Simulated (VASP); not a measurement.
# FeO (I4/mmm) in VASP: notebook, part 2 of 2

VASP 6.6.1.

### 3 Single point, PBEsol, collinear spin, ferromagnetic start

This run uses another cell than the first one, of 10.48 Å³/atom, 1.021 times its volume.

The input, INCAR:

```
SYSTEM = FeO
PREC = Accurate
ENCUT = 520
EDIFF = 1E-7
ISMEAR = -1
SIGMA = 0.05
LREAL = .FALSE.
LASPH = .TRUE.
NELM = 150
ALGO = Normal
ISIF = 2
LWAVE = .FALSE.
LCHARG = .FALSE.
ISPIN = 2
MAGMOM = 3 0
LORBIT = 11
LMAXMIX = 4
GGA = PS
NBANDS = 18
```

The input, KPOINTS:

```
regular mesh
0
G
  12 12 12
  0 0 0
```

The input, POSCAR:

```
FeO
1.0
   -1.5913507171      1.5913507171      2.0694093304
    1.5913507171     -1.5913507171      2.0694093304
    1.5913507171      1.5913507171     -2.0694093304
Fe O
1 1
Direct
    0.0000000000      0.0000000000      0.0000000000
    0.5000000000      0.5000000000      0.0000000000
```

Potentials or basis: VASP PAW PBE potentials, release 64 (Fe, O).

Launch:

```console
cat potpaw_PBE.64/Fe/POTCAR potpaw_PBE.64/O/POTCAR > POTCAR
mpirun -np 1 vasp_std > vasp.out
```

OUTCAR:

```text
SYSTEM = FeO
   PREC = Accurate
   ENCUT = 520
   EDIFF = 1E-7
   ISMEAR = -1
   LREAL = .FALSE.
   LASPH = .TRUE.
   NELM = 150
   ISIF = 2
   ISPIN = 2
   LORBIT = 11
   GGA = PS

 ion  position               nearest neighbor table
   1  0.000  0.000  0.000-   2 2.07   2 2.07   2 2.25   2 2.25   2 2.25   2 2.25
   2  0.500  0.500  0.000-   1 2.07   1 2.07   1 2.25   1 2.25   1 2.25   1 2.25

  LATTYP: Found a body centered tetragonal cell.
 ALAT       =     3.1827014342
 C/A-ratio  =     1.3004105934

  Lattice vectors:

 A1 = (  -1.5913507171,   1.5913507171,   2.0694093304)
[... 1222 lines left out ...]

 VOLUME and BASIS-vectors are now :
 -----------------------------------------------------------------------------
  energy-cutoff  :      520.00
  volume of cell :       20.96
      direct lattice vectors                 reciprocal lattice vectors
    -1.591350717  1.591350717  2.069409330     0.000000000  0.314198495  0.241614838
     1.591350717 -1.591350717  2.069409330     0.314198495  0.000000000  0.241614838
     1.591350717  1.591350717 -2.069409330     0.314198495  0.314198495  0.000000000

 POSITION                                       TOTAL-FORCE (eV/Angst)
 -----------------------------------------------------------------------------------
      0.00000      0.00000      0.00000         0.000000     -0.000000      0.000000
      0.00000      0.00000      2.06941        -0.000000      0.000000      0.000000
 -----------------------------------------------------------------------------------
    total drift:                               -0.000000      0.000000     -0.000000

  FREE ENERGIE OF THE ION-ELECTRON SYSTEM (eV)
  ---------------------------------------------------
  free  energy   TOTEN  =       -15.7565328734 eV

  energy  without entropy=      -15.7437508978  energy(sigma->0) =      -15.75014189

 total charge

# of ion       s       p       d       tot
------------------------------------------
    1        0.288   0.344   6.064   6.696
    2        1.552   3.395   0.000   4.948
--------------------------------------------------
tot          1.840   3.739   6.064  11.643

 magnetization (x)

# of ion       s       p       d       tot
------------------------------------------
    1        0.029   0.020   3.558   3.607
    2        0.028   0.273   0.000   0.301
--------------------------------------------------
tot          0.057   0.292   3.558   3.908
```

OSZICAR:

```text
N       E                     dE             d eps       ncg     rms          rms(c)
DAV:   1     0.687851519507E+02    0.68785E+02   -0.67353E+03 12624   0.892E+02
DAV:   2    -0.134708693682E+02   -0.82256E+02   -0.69781E+02 12160   0.202E+02
DAV:   3    -0.181559674019E+02   -0.46851E+01   -0.45659E+01 13872   0.524E+01
DAV:   4    -0.181904520403E+02   -0.34485E-01   -0.34467E-01 14158   0.427E+00
DAV:   5    -0.181906895471E+02   -0.23751E-03   -0.23750E-03 13970   0.371E-01    0.169E+01
DAV:   6    -0.166686254650E+02    0.15221E+01   -0.17364E+01 15214   0.580E+01    0.205E+01
DAV:   7    -0.157996302452E+02    0.86900E+00   -0.41217E+00 15168   0.369E+01    0.909E+00
DAV:   8    -0.157809697439E+02    0.18661E-01   -0.20186E-01 14512   0.460E+00    0.509E+00
DAV:   9    -0.157600382658E+02    0.20931E-01   -0.95744E-02 18714   0.480E+00    0.121E+00
DAV:  10    -0.157568747339E+02    0.31635E-02   -0.20909E-02 16352   0.283E+00    0.221E-01
DAV:  11    -0.157565102129E+02    0.36452E-03   -0.40216E-03 15616   0.633E-01    0.896E-02
DAV:  12    -0.157565250164E+02   -0.14804E-04   -0.12627E-04 16032   0.135E-01    0.473E-02
DAV:  13    -0.157565333770E+02   -0.83605E-05   -0.27083E-05 15592   0.484E-02    0.196E-02
DAV:  14    -0.157565329340E+02    0.44300E-06   -0.17697E-06 13696   0.123E-02    0.103E-02
DAV:  15    -0.157565329826E+02   -0.48663E-07   -0.12462E-06 15702   0.120E-02    0.707E-03
DAV:  16    -0.157565327413E+02    0.24132E-06   -0.69664E-07 11896   0.121E-02    0.194E-03
DAV:  17    -0.157565328501E+02   -0.10878E-06   -0.26927E-07 11392   0.453E-03    0.858E-04
DAV:  18    -0.157565328734E+02   -0.23270E-07   -0.12168E-08  6434   0.148E-03
   1 F= -.15756533E+02 E0= -.15750142E+02  d E =-.127820E-01  mag=     4.0005
```

stdout:

```text
POSCAR found type information on POSCAR FeO
 POSCAR found :  2 types and       2 ions
 scaLAPACK will be used
 -----------------------------------------------------------------------------
|                                                                             |
|                                                                             |
|     You enforced a specific xc type in the INCAR file but a different       |
|     I HOPE YOU KNOW WHAT YOU ARE DOING!                                     |
|                                                                             |
 -----------------------------------------------------------------------------

 LDA part: xc-table for (Slater+PW92), standard interpolation
 POSCAR, INCAR and KPOINTS ok, starting setup
 FFT: planning ... GRIDC
 FFT: planning ... GRID_SOFT
 FFT: planning ... GRID
 WAVECAR not read
 entering main loop
```

Run time: 66 s. Hardware: 1 thread of Intel Xeon 6975P-C (Granite Rapids), shared host; peak memory 0.22 GiB.

What came out:

```
Free energy                                           : -15.7565 eV
Pressure                                              : -13.2 GPa
Band gap on the k mesh                                : zero (filled and empty bands overlap)
Net moment                                            : 4.00 μB per cell
Site moments                                          : Fe +3.61; O +0.30 μB
Valence electrons inside the program's atomic spheres : Fe 6.70; O 4.95
```

Stress tensor (GPa, compression positive):
```
-15.02   0.00   0.00
  0.00 -15.02   0.00
  0.00   0.00  -9.63
```

Levels at points of the mesh, in eV from the Fermi level:
Spin up:
| k point | band 6 | band 7 | band 8 | band 9 | band 10 | band 11 | band 12 | band 13 |
| --- | --- | --- | --- | --- | --- | --- | --- | --- |
| (0.00, 0.00, 0.00) | -3.65 | -3.65 | -3.62 | -3.60 | -0.11 | 15.16 | 16.54 | 16.54 |
| (0.50, 0.00, 0.00) | -3.02 | -2.48 | -0.76 | -0.13 | 3.77 | 7.99 | 11.18 | 13.16 |
| (0.50, 0.50, 0.00) | -3.35 | -2.87 | -2.82 | -2.77 | 4.88 | 7.94 | 10.78 | 13.71 |
| (0.50, 0.50, 0.50) | -3.26 | -2.83 | -2.83 | -2.71 | 4.98 | 9.00 | 9.71 | 13.39 |
Spin down:
```
           k point  band 3  band 4  band 5  band 6  band 7  band 8
(0.00, 0.00, 0.00)   -3.03   -3.03   -0.77   -0.77   -0.46   -0.29
(0.50, 0.00, 0.00)   -5.07   -4.90    0.26    0.52    0.65    2.27
(0.50, 0.50, 0.00)   -4.45   -3.90   -1.93    0.52    0.55    0.80
(0.50, 0.50, 0.50)   -4.43   -4.43   -2.03    0.70    0.73    0.73
```

Caveat: the PAW data sets were made with another functional, which shifts forces and pressure a little; a cell with one magnetic atom can't hold antiferromagnetic order, which such compounds often take; semilocal functionals often make such compounds metallic where correlation or magnetic order opens a gap, which also shifts bond lengths. With open d or f shells a metallic result of PBEsol can be an artefact of self-interaction; +U or a hybrid may open a gap.

### 4 Single point, PBEsol, collinear spin, ferromagnetic start

This run uses another cell than the first one, of 10.70 Å³/atom, 1.042 times its volume.

The input, INCAR:

```
SYSTEM = FeO
  ALGO = Normal
  EDIFF = 1E-7
  ENCUT = 520
  GGA = PS
  ISIF = 2
  ISMEAR = -1
  ISPIN = 2
  LASPH = .TRUE.
  LCHARG = .FALSE.
  LMAXMIX = 4
  LORBIT = 11
  LREAL = .FALSE.
  LWAVE = .FALSE.
  MAGMOM = 3 0
  NBANDS = 18
  NELM = 150
  PREC = Accurate
  SIGMA = 0.05
```

The input, KPOINTS:

```
k-points
0
G
  12 12 12
  0 0 0
```

The input, POSCAR:

```
FeO
1.0
   -1.6021034130      1.6021034130      2.0833922500
    1.6021034130     -1.6021034130      2.0833922500
    1.6021034130      1.6021034130     -2.0833922500
Fe O
1 1
Direct
    0.0000000000      0.0000000000      0.0000000000
    0.5000000000      0.5000000000      0.0000000000
```

Launch:

```console
cat potpaw_PBE.64/Fe/POTCAR potpaw_PBE.64/O/POTCAR > POTCAR
mpirun -np 1 vasp_std > vasp.out
```

Wall time 59 s (1 thread of Intel Xeon 6975P-C (Granite Rapids), shared host); peak memory 0.22 GiB.

Results (log left out):

| Property | Result |
| --- | --- |
| Free energy | -15.7180 eV |
| Pressure | -16.0 GPa |
| Band gap on the k mesh | zero (filled and empty bands overlap) |
| Net moment | 4.00 μB per cell |
| Site moments | Fe +3.61; O +0.30 μB |
| Valence electrons inside the program's atomic spheres | Fe 6.67; O 4.94 |

Stress tensor (GPa, compression positive):
```
-17.25   0.00   0.00
  0.00 -17.25   0.00
  0.00   0.00 -13.45
```

Levels at points of the mesh, in eV from the Fermi level:
Spin up:
| k point | band 5 | band 6 | band 7 | band 8 | band 9 | band 10 | band 11 | band 12 | band 13 | band 14 |
| --- | --- | --- | --- | --- | --- | --- | --- | --- | --- | --- |
| (0.00, 0.00, 0.00) | -3.76 | -3.62 | -3.59 | -3.58 | -3.58 | -0.22 | 15.09 | 16.37 | 16.37 | 16.48 |
| (0.50, 0.00, 0.00) | -3.11 | -3.03 | -2.51 | -0.81 | -0.20 | 3.72 | 7.80 | 11.05 | 13.00 | 18.34 |
| (0.50, 0.50, 0.00) | -4.41 | -3.36 | -2.89 | -2.87 | -2.80 | 4.73 | 7.82 | 10.68 | 13.49 | 14.82 |
| (0.50, 0.50, 0.50) | -4.58 | -3.28 | -2.85 | -2.85 | -2.76 | 4.84 | 8.87 | 9.62 | 13.17 | 13.17 |
Spin down:
```
           k point  band 2  band 3  band 4  band 5  band 6  band 7  band 8  band 9
(0.00, 0.00, 0.00)   -3.29   -2.97   -2.97   -0.74   -0.74   -0.45   -0.31    0.02
(0.50, 0.00, 0.00)   -7.59   -4.96   -4.78    0.25    0.51    0.63    2.20    2.80
(0.50, 0.50, 0.00)   -6.56   -4.37   -3.82   -1.86    0.51    0.53    0.78    1.00
(0.50, 0.50, 0.50)   -6.38   -4.34   -4.34   -1.96    0.69    0.70    0.70    1.04
```

Caveat: the PAW data sets were made with another functional, which shifts forces and pressure a little; a cell with one magnetic atom can't hold antiferromagnetic order, which such compounds often take; semilocal functionals often make such compounds metallic where correlation or magnetic order opens a gap, which also shifts bond lengths. With open d or f shells a metallic result of PBEsol can be an artefact of self-interaction; +U or a hybrid may open a gap.

### 5 Overview

| cell | gap on the mesh (eV) | pressure (GPa) | moment (μB) |
| --- | --- | --- | --- |
| a = 3.036 Å, angles 117.3, 117.3, 94.8°, 2 atoms | none | -10.1 | 4.00 |
| a = 3.057 Å, angles 117.3, 117.3, 94.8°, 2 atoms | none | -13.2 | 4.00 |
| a = 3.078 Å, angles 117.3, 117.3, 94.8°, 2 atoms | none | -16.0 | 4.00 |

Alike in all rows: task single point; level PBEsol; potentials or basis VASP PAW PBE potentials, release 64 (Fe, O); spin collinear, ferromagnetic start; k mesh 12 × 12 × 12; cutoff (eV) 520; smearing fermi-dirac 0.05 eV.

Caveats: the PAW data sets were made with another functional, which shifts forces and pressure a little; a cell with one magnetic atom can't hold antiferromagnetic order, which such compounds often take; semilocal functionals often make such compounds metallic where correlation or magnetic order opens a gap, which also shifts bond lengths.

Total energies depend on the potentials used, so only differences within one code and one set of settings carry meaning.
